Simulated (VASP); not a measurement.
# RbCl (Fm-3m) in VASP: a series of runs, part 2 of 2

VASP 6.6.1. The steps go on from the part before.

### 4 Vibrations by perturbation theory, PBEsol

This run uses another cell than the first one, of 35.09 Å³/atom.

The input, INCAR:

```
SYSTEM = RbCl
ALGO     = Normal         ! electronic algorithm
EDIFF    = 1E-8           ! SCF threshold, eV
ENCUT    = 500            ! plane-wave cutoff, eV
GGA      = PS             ! functional
GGA_COMPAT= .FALSE.      
IBRION   = 8              ! ionic algorithm
ISIF     = 2              ! what is computed and relaxed
ISMEAR   = 0              ! smearing method
LASPH    = .TRUE.         ! aspherical terms in the spheres
LCHARG   = .FALSE.        ! write CHGCAR
LEPSILON = .TRUE.         ! dielectric tensor by DFPT
LREAL    = .FALSE.        ! projectors in reciprocal space
LWAVE    = .FALSE.        ! write WAVECAR
NBANDS   = 15             ! bands
NELM     = 120            ! most SCF steps
NSW      = 1              ! ionic steps
PREC     = Accurate       ! precision mode
SIGMA    = 0.01           ! smearing width, eV
```

The input, KPOINTS:

```
k-points
0
G
  6 6 6
  0 0 0
```

The input, POSCAR:

```
RbCl
1.0
    0.0000000000      3.2740000000      3.2740000000
    3.2740000000      0.0000000000      3.2740000000
    3.2740000000      3.2740000000      0.0000000000
Rb Cl
1 1
Direct
    0.0000000000      0.0000000000      0.0000000000
    0.5000000000      0.5000000000      0.5000000000
```

Potentials or basis: VASP PAW PBE potentials, release 64 (Rb_sv, Cl).

Command:

```bash
cat potpaw_PBE.64/Rb_sv/POTCAR potpaw_PBE.64/Cl/POTCAR > POTCAR
mpirun -np 1 vasp_std > vasp.out
```

OUTCAR:

```text
SYSTEM = RbCl
   EDIFF = 1E-8
   ENCUT = 500
   GGA = PS
   IBRION = 8
   ISIF = 2
   ISMEAR = 0
   LASPH = .TRUE.
   LEPSILON = .TRUE.
   LREAL = .FALSE.
   NELM = 120
   NSW = 1
   PREC = Accurate

 ion  position               nearest neighbor table
   1  0.000  0.000  0.000-   2 3.27   2 3.27   2 3.27   2 3.27   2 3.27   2 3.27
   2  0.500  0.500  0.500-   1 3.27   1 3.27   1 3.27   1 3.27   1 3.27   1 3.27
[... 608 lines left out ...]
      0.000000  0.000000  0.000000     0.000000    0.000000   -0.541479
      3.274000  3.274000  3.274000     0.000000    0.000000    0.840714
[... 21 lines left out ...]
   6 f/i=    0.000030 THz     0.000187 2PiTHz    0.000991 cm-1     0.000123 meV
             X         Y         Z           dx          dy          dz
      0.000000  0.000000  0.000000     0.197411    0.713621   -0.398214
      3.274000  3.274000  3.274000     0.127146    0.459622   -0.256478

--------------------------------------------------------------------------------------------------------

 MACROSCOPIC STATIC DIELECTRIC TENSOR IONIC CONTRIBUTION
 ------------------------------------------------------
           2.962625     0.000000     0.000000
           0.000000     2.962625     0.000000
           0.000000     0.000000     2.962625
 ------------------------------------------------------

 ELASTIC MODULI CONTR FROM IONIC RELAXATION (kBar)
 Direction    XX          YY          ZZ          XY          YZ          ZX
 --------------------------------------------------------------------------------
 XX           0.0000      0.0000      0.0000      0.0000      0.0000      0.0000
 YY           0.0000      0.0000      0.0000      0.0000      0.0000      0.0000
 ZZ           0.0000      0.0000      0.0000      0.0000      0.0000      0.0000
 XY           0.0000      0.0000      0.0000      0.0000      0.0000      0.0000
 YZ           0.0000      0.0000      0.0000      0.0000      0.0000      0.0000
 ZX           0.0000      0.0000      0.0000      0.0000      0.0000      0.0000
 --------------------------------------------------------------------------------

 PIEZOELECTRIC TENSOR IONIC CONTR  for field in x, y, z        (C/m^2)
          XX          YY          ZZ          XY          YZ          ZX
  --------------------------------------------------------------------------------
  x     0.00000     0.00000     0.00000     0.00000     0.00000     0.00000
  y     0.00000     0.00000     0.00000     0.00000     0.00000     0.00000
  z     0.00000     0.00000     0.00000     0.00000     0.00000     0.00000
```

OSZICAR:

```text
N       E                     dE             d eps       ncg     rms          rms(c)
DAV:   1     0.830656230256E+02    0.83066E+02   -0.66698E+03   480   0.893E+02
DAV:   2    -0.138979152205E+01   -0.84455E+02   -0.75687E+02   682   0.168E+02
DAV:   3    -0.705788206195E+01   -0.56681E+01   -0.56445E+01   627   0.444E+01
[... 213 lines left out ...]
RMM:   8    -0.199352956243E+00    0.74836E-05    0.92113E-06  1759   0.907E-04    0.863E-05
RMM:   9    -0.199355197387E+00   -0.22411E-05   -0.10389E-05  1975   0.349E-04    0.123E-04
RMM:  10    -0.199354691383E+00    0.50600E-06    0.60096E-06  1868   0.152E-04    0.242E-05
RMM:  11    -0.199354626741E+00    0.64642E-07   -0.18900E-06  2054   0.660E-05    0.103E-05
RMM:  12    -0.199354651370E+00   -0.24629E-07   -0.12750E-08  2065   0.377E-05    0.178E-06
RMM:  13    -0.199354649628E+00    0.17413E-08   -0.72856E-08  1996   0.262E-05    0.143E-06
 Linear response finished
```

Wall time 11 min (1 thread of Intel Xeon Platinum 8259CL at 2.50GHz (Skylake/Cascade Lake), shared host); peak memory 0.28 GiB.

Results:

- Electronic dielectric tensor (diagonal): 2.39
- Born charges (mean of the diagonal): Rb +1.17; Cl -1.17 e
- Highest phonon frequency at Γ, LO-TO splitting left out: 113 cm⁻¹

Phonon frequencies in cm⁻¹ (negative: imaginary):
```tsv
q point	frequencies
(0.000, 0.000, 0.000)	0 0 0 113 113 113
```

Electronic dielectric tensor:
```
2.39 0.00 0.00
0.00 2.39 0.00
0.00 0.00 2.39
```

Born effective charge tensors (e):
atom 1, Rb
```
1.17 0.00 0.00
0.00 1.17 0.00
0.00 0.00 1.17
```
atom 2, Cl
```
-1.17  0.00  0.00
 0.00 -1.17  0.00
 0.00  0.00 -1.17
```

Caveat: the PAW data sets were made with another functional, which shifts forces and pressure a little.

### 5 Vibrations by perturbation theory, PBEsol (35.80 Å³/atom)

This run uses another cell than the first one, of 35.80 Å³/atom.

The input, INCAR:

```
SYSTEM = RbCl
PREC = Accurate
ENCUT = 500
EDIFF = 1E-8
ISMEAR = 0
SIGMA = 0.01
LREAL = .False.
LASPH = .True.
NELM = 120
ALGO = Normal
ISIF = 2
LWAVE = .False.
LCHARG = .True.
GGA = PS
IBRION = 8
NSW = 1
GGA_COMPAT = .False.
```

The input, KPOINTS:

```
Automatic mesh
0
Gamma
  6 6 6
  0 0 0
```

The input, POSCAR:

```
RbCl
1.0
    0.0000000000      3.2956827511      3.2956827511
    3.2956827511      0.0000000000      3.2956827511
    3.2956827511      3.2956827511      0.0000000000
Rb Cl
1 1
Direct
    0.0000000000      0.0000000000      0.0000000000
    0.5000000000      0.5000000000      0.5000000000
```

Potentials or basis: VASP PAW PBE potentials, release 64 (Rb_sv, Cl).

Command:

```bash
cat potpaw_PBE.64/Rb_sv/POTCAR potpaw_PBE.64/Cl/POTCAR > POTCAR
mpirun -np 1 vasp_std > vasp.out
```

OUTCAR:

```text
SYSTEM = RbCl
   PREC = Accurate
   ENCUT = 500
   EDIFF = 1E-8
   ISMEAR = 0
   LREAL = .False.
   LASPH = .True.
   NELM = 120
   ISIF = 2
   GGA = PS
   IBRION = 8
   NSW = 1

 ion  position               nearest neighbor table
   1  0.000  0.000  0.000-   2 3.30   2 3.30   2 3.30   2 3.30   2 3.30   2 3.30
   2  0.500  0.500  0.500-   1 3.30   1 3.30   1 3.30   1 3.30   1 3.30   1 3.30

  LATTYP: Found a face centered cubic cell.
 ALAT       =     6.5913655022

  Lattice vectors:

 A1 = (   0.0000000000,   3.2956827511,   3.2956827511)
 A2 = (   3.2956827511,   0.0000000000,   3.2956827511)
 A3 = (   3.2956827511,   3.2956827511,   0.0000000000)

Analysis of symmetry for initial positions (statically):
=====================================================================
 Subroutine PRICEL returns:
 Original cell was already a primitive cell.

 Routine SETGRP: Setting up the symmetry group for a
 face centered cubic supercell.

 Subroutine GETGRP returns: Found 48 space group operations
 (whereof 48 operations were pure point group operations)
 out of a pool of 48 trial point group operations.

The static configuration has the point symmetry O_h .

Analysis of symmetry for dynamics (positions and initial velocities):
=====================================================================
 Subroutine PRICEL returns:
 Original cell was already a primitive cell.

 Routine SETGRP: Setting up the symmetry group for a
 face centered cubic supercell.

 Subroutine GETGRP returns: Found 48 space group operations
 (whereof 48 operations were pure point group operations)
[... 415 lines left out ...]
    total drift:                                0.000000      0.000000      0.000000

  FREE ENERGIE OF THE ION-ELECTRON SYSTEM (eV)
  ---------------------------------------------------
  free  energy   TOTEN  =        -6.8932566505 eV

  energy  without entropy=       -6.8932566505  energy(sigma->0) =       -6.89325665

[... ionic steps 2 to 3 ...]

--------------------------------------- Ionic step        4  -------------------------------------------

------------------------ aborting loop because EDIFF is reached ----------------------------------------

[... ionic steps 5 to 6 ...]

--------------------------------------- Ionic step        7  -------------------------------------------

 Free energy of the ion-electron system (eV)
  ---------------------------------------------------
  ---------------------------------------------------
  free energy    TOTEN  =        -0.19946501 eV

  energy without entropy =       -0.19946501

------------------------ aborting loop because EDIFF is reached ----------------------------------------

 INTERNAL STRAIN TENSOR  FOR ION    2  DIRECTION 1   (eV/Angst):
 -----------------------------------------------------------------------------
    -0.00765  0.00000 -0.00000
    -0.00000  0.00121  0.00000
     0.00000  0.00000  0.00121

 INTERNAL STRAIN TENSOR FOR ION    2 for displacements in x,y,z  (eV/Angst):
          X           Y           Z          XY          YZ          ZX
  --------------------------------------------------------------------------------
  x     0.00000     0.00000     0.00000     0.00000     0.00000     0.00000
  y     0.00000     0.00000     0.00000     0.00000     0.00000     0.00000
  z     0.00000     0.00000     0.00000     0.00000     0.00000     0.00000

 SECOND DERIVATIVES (NOT SYMMETRIZED)
 ------------------------------------
               1X          1Y          1Z          2X          2Y          2Z
  1X    -1.065057    0.000000    0.000000    1.065057    0.000000    0.000000
  1Y     0.000000   -1.065057    0.000000    0.000000    1.065057    0.000000
  1Z     0.000000    0.000000   -1.065057    0.000000    0.000000    1.065057
  2X     1.068220    0.000000    0.000000   -1.068220    0.000000    0.000000
  2Y     0.000000    1.068220    0.000000    0.000000   -1.068220    0.000000
  2Z     0.000000    0.000000    1.068220    0.000000    0.000000   -1.068220

 Eigenvectors and eigenvalues of the dynamical matrix
 ----------------------------------------------------

   1 f  =    3.226377 THz    20.271927 2PiTHz  107.620368 cm-1    13.343219 meV
             X         Y         Z           dx          dy          dz
      0.000000  0.000000  0.000000    -0.540904    0.000000    0.000000
      3.295683  3.295683  3.295683     0.841084    0.000000    0.000000
[... 21 lines left out ...]
   6 f/i=    0.002176 THz     0.013673 2PiTHz    0.072589 cm-1     0.009000 meV
             X         Y         Z           dx          dy          dz
      0.000000  0.000000  0.000000    -0.841084    0.000000    0.000000
      3.295683  3.295683  3.295683    -0.540904    0.000000    0.000000

--------------------------------------------------------------------------------------------------------

 ELASTIC MODULI CONTR FROM IONIC RELAXATION (kBar)
 Direction    XX          YY          ZZ          XY          YZ          ZX
 --------------------------------------------------------------------------------
 XX           0.0000      0.0000      0.0000      0.0000      0.0000      0.0000
 YY           0.0000      0.0000      0.0000      0.0000      0.0000      0.0000
 ZZ           0.0000      0.0000      0.0000      0.0000      0.0000      0.0000
 XY           0.0000      0.0000      0.0000      0.0000      0.0000      0.0000
 YZ           0.0000      0.0000      0.0000      0.0000      0.0000      0.0000
 ZX           0.0000      0.0000      0.0000      0.0000      0.0000      0.0000
 --------------------------------------------------------------------------------
```

Wall time 2.6 min (1 thread of Intel Xeon Platinum 8259CL at 2.50GHz (Skylake/Cascade Lake), shared host); peak memory 0.26 GiB.

Results:

| Item | Value |
| --- | --- |
| Highest phonon frequency at Γ, LO-TO splitting left out | 108 cm⁻¹ |

Phonon frequencies in cm⁻¹ (negative: imaginary):
| q point | frequencies |
| --- | --- |
| (0.000, 0.000, 0.000) | 0 0 0 108 108 108 |

Caveat: the PAW data sets were made with another functional, which shifts forces and pressure a little.
